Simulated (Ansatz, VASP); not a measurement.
**ZnS in VASP and in Ansatz**

```xyz
8
Lattice="3.8467 0.0000 0.0000 -1.9234 3.3314 0.0000 0.0000 0.0000 12.5902" Properties=species:S:1:pos:R:3 pbc="T T T"
Zn    0.0000    0.0000   -0.1494
Zn    0.0000    0.0000    6.1457
Zn    0.0000    2.2209    3.2976
Zn    1.9234    1.1105    9.5927
S     0.0000    0.0000    2.3232
S     0.0000    0.0000    8.6183
S     0.0000    2.2209    5.5454
S     1.9234    1.1105   11.8405
```

Change from the starting cell: mode 12 (188.4 1/cm) frozen in, largest displacement -0.150 Å.

Alike in both runs: task single point; functional PBE; k mesh 12 × 12 × 2; occupations gaussian, width 0.05 eV; no spin polarisation.

```csv
,VASP,Ansatz
version,VASP 6.6.1,Ansatz 0.2.0
potentials or method,"VASP PAW PBE potentials, release 64 (Zn, S), cutoff 520 eV","scalar-relativistic, plane waves, PAW"
valence electrons in the cell,72,72
```

|  | VASP | Ansatz | Ansatz less VASP |
| --- | --- | --- | --- |
| gap on the k mesh at the Fermi level (eV) | 1.72 | 1.73 | +0.002 |
| least direct gap on the mesh (eV) | 1.72 | 1.73 | +0.002 |
| pressure (GPa) | 0.6 | 0.5 | -0.16 |
| traceless stress, the component that is largest in VASP (GPa) | 0.05 | 0.06 | +0.007 |
| rms of the force components (eV/Å) | 0.543 | 0.538 | -0.0043 |

Atom by atom the forces differ by 0.005 eV/Å (rms over components).
